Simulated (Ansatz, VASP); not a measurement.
## One calculation of Pd, two programs

```
CELL_PARAMETERS angstrom
0.00000 1.94650 1.94650
1.94650 0.00000 1.94650
1.94650 1.94650 0.00000
ATOMIC_POSITIONS crystal
Pd 0.00000 0.00000 0.00000
```

Alike in both runs: functional PBEsol; dispersion D3(BJ); k mesh 12 × 12 × 12; occupations fermi-dirac, width 0.05 eV; collinear spin.

```csv
,VASP,Ansatz
version,VASP 6.6.1,Ansatz 0.2.0
potentials or method,"VASP PAW PBE potentials, release 64 (Pd), cutoff 500 eV","all-electron LAPW, scalar-relativistic"
task,single point,optical spectrum
```

```tsv
	VASP	Ansatz	Ansatz less VASP
gap on the k mesh at the Fermi level (eV)	none	none	-
net moment per atom (μB)	0.11	0.11	0.000
size of the moment on the site where the two differ most (μB)	0.11	0.11	+0.004
```

VASP's potentials were made for PBE, not for PBEsol. Site moments also hang on the region over which each program counts them. A gap of «none» marks a metal or a gap that the smearing closes. Ansatz ran all-electron here, and VASP with PAW potentials.
